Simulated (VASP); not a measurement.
A run of VASP 6.6.1 is set up as follows.

Contents of INCAR:

```
SYSTEM = FeO
PREC = Accurate
ENCUT = 600
EDIFF = 1E-6
ISMEAR = 0
SIGMA = 0.05
LREAL = .FALSE.
LASPH = .TRUE.
NELM = 200
ALGO = Normal
ISIF = 2
LWAVE = .FALSE.
LCHARG = .TRUE.
ISPIN = 2
MAGMOM = 3.57 -3.57 0 0
LORBIT = 11
LMAXMIX = 4
LDAU = .TRUE.
LDAUTYPE = 2
LDAUL = 2 -1
LDAUU = 3 0
LDAUJ = 0 0
LDAUPRINT = 1
LELF = .TRUE.
LVHAR = .TRUE.
NBANDS = 34
GGA_COMPAT = .FALSE.
```

File KPOINTS:

```
regular mesh
0
G
  5 5 5
  0 0 0
```

File POSCAR:

```
FeO
1.0
    3.5023808100      0.0000000000      0.0000000000
    0.0000000000      3.5023808100      0.0000000000
    0.0000000000      0.0000000000      4.3604723100
Fe O
2 2
Direct
    0.0000000000      0.5000000000      0.0000000000
    0.5000000000      0.0000000000      0.5000000000
    0.0000000000      0.0000000000      0.2500000000
    0.0000000000      0.0000000000      0.7500000000
```

Potentials or basis: VASP PAW LDA potentials, release 64 (Fe_sv, O).

Run with:

```sh
$ cat potpaw_LDA.64/Fe_sv/POTCAR potpaw_LDA.64/O/POTCAR > POTCAR
$ mpirun -np 1 vasp_std > vasp.out
```

(1) What does it give for the net moment?

(2) Estimate the pressure.

Answers

(1) 0.00 μB per cell.

(2) -13.2 GPa.

Caveat: the cell stands under tension.
